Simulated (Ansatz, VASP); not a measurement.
## Two plane-wave programs on GaN

Contents of POSCAR:

```
GaN
1.0
    0.0000000000      2.2489525403      2.2489525403
    2.2489525403      0.0000000000      2.2489525403
    2.2489525403      2.2489525403      0.0000000000
Ga N
1 1
Direct
    0.0000000000      0.0000000000      0.0000000000
    0.2500000000      0.2500000000      0.2500000000
```

Contents of INCAR.step1:

```
SYSTEM = GaN
PREC     = Accurate       ! precision mode
ENCUT    = 520            ! plane-wave cutoff, eV
EDIFF    = 1E-5           ! SCF threshold, eV
ISMEAR   = 0              ! smearing method
SIGMA    = 0.01           ! smearing width, eV
LREAL    = .FALSE.        ! projectors in reciprocal space
LASPH    = .TRUE.         ! aspherical terms in the spheres
NELM     = 60             ! most SCF steps
ALGO     = Normal         ! electronic algorithm
ISIF     = 2              ! what is computed and relaxed
LWAVE    = .TRUE.         ! write WAVECAR
LCHARG   = .FALSE.        ! write CHGCAR
GGA      = PE             ! functional
NBANDS   = 16             ! bands
```

The input INCAR.step2:

```
SYSTEM = GaN
PREC     = Accurate       ! precision mode
ENCUT    = 520            ! plane-wave cutoff, eV
EDIFF    = 1E-7           ! SCF threshold, eV
ISMEAR   = 0              ! smearing method
SIGMA    = 0.01           ! smearing width, eV
LREAL    = .FALSE.        ! projectors in reciprocal space
LASPH    = .TRUE.         ! aspherical terms in the spheres
NELM     = 60             ! most SCF steps
ALGO     = Normal         ! electronic algorithm
ISIF     = 2              ! what is computed and relaxed
LWAVE    = .FALSE.        ! write WAVECAR
LCHARG   = .FALSE.        ! write CHGCAR
GGA      = PE             ! functional
LHFCALC  = .TRUE.         ! exact exchange
HFSCREEN = 0.2079         ! screening, 1/A
PRECFOCK = Normal       
ISTART   = 1            
NBANDS   = 16             ! bands
```

KPOINTS

```
Automatic mesh
0
G
  6 6 6
  0 0 0
```

Input for Ansatz:

```yaml
crystal:
  lattice:
    - [0.0, 2.2489525403, 2.2489525403]
    - [2.2489525403, 0.0, 2.2489525403]
    - [2.2489525403, 2.2489525403, 0.0]
  atoms:
    - { symbol: Ga, position: [0.0, 0.0, 0.0] }
    - { symbol: "N", position: [0.25, 0.25, 0.25] }
kpoints:
  mp_grid: { grid: [6, 6, 6] }
  band_path:
    path:
      - [0.0, 0.0, 0.0]
      - [-0.5, -0.5, 0.0]
      - [-0.375, -0.375, 0.25]
      - [-0.375, 0.0, 0.375]
      - [0.0, 0.0, 0.5]
      - [-0.5, -0.25, 0.25]
    npoints: 1
hamiltonian:
  xc: hse06
scf:
  occupations: { method: fixed }
  n_extra_bands: 4
output:
  forces: true
  stress: true
  eigenvalues: true
```

Alike in both runs: task single point; functional HSE06; k mesh 6 × 6 × 6; no spin polarisation.

|  | VASP | Ansatz |
| --- | --- | --- |
| version | VASP 6.6.1 | Ansatz 0.2.0 |
| potentials or method | VASP PAW PBE potentials, release 64 (Ga_d, N) | plane waves, PAW |
| plane-wave cutoff (eV) | 520 | 420 |
| occupations | gaussian, width 0.01 eV | fixed |
| valence electrons in the cell | 18 | 18 |

VASP gave:

- gap on the k mesh at the Fermi level (eV): 3.02
- pressure (GPa): -0.1

**Question.** What did Ansatz give for the same quantities?

**Answer.** gap on the k mesh at the Fermi level (eV): 3.01; pressure (GPa): 0.0.

Ansatz's warnings: stress exchange threshold loose, stress scf threshold loose.
